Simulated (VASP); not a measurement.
CdS: single point with r2SCAN

The system is CdS.

```xyz
2
Lattice="0.0000 3.1059 3.1059 3.1059 0.0000 3.1059 3.1059 3.1059 0.0000" Properties=species:S:1:pos:R:3 pbc="T T T"
Cd    0.0000    0.0000    0.0000
S     1.5529    1.5529    1.5529
```

This cell differs from its parent crystal: strain +5.7%.

* Program: VASP 6.6.1
* Task: single point
* Functional: r2SCAN
* Potentials or basis: VASP PAW PBE potentials, release 64 (Cd, S)
* Cutoff: 520 eV
* k mesh: 8 × 8 × 8
* Occupations: gaussian, width 0.01 eV
* Spin: no spin polarisation

```
Pressure               : -6.8 GPa
Band gap on the k mesh : 1.14 eV, direct
```

Levels at points of the mesh, in eV from the valence-band top:
```csv
k point,band 7,band 8,band 9,band 10,band 11,band 12
"(0.00, 0.00, 0.00)",0.00,0.00,0.00,1.14,7.02,7.02
"(0.50, 0.00, 0.00)",-3.43,-0.53,-0.53,3.10,7.24,7.39
"(0.50, 0.50, 0.00)",-3.20,-1.34,-1.34,4.07,4.39,8.97
```

It took 2.6 min on 1 thread of AMD EPYC 7R13 Processor (Zen 3), with other jobs on the host, peak memory 0.19 GiB.

Caveat: the cell differs from its parent crystal (strain +5.7%); the PAW data sets were made with another functional, which shifts forces and pressure a little.
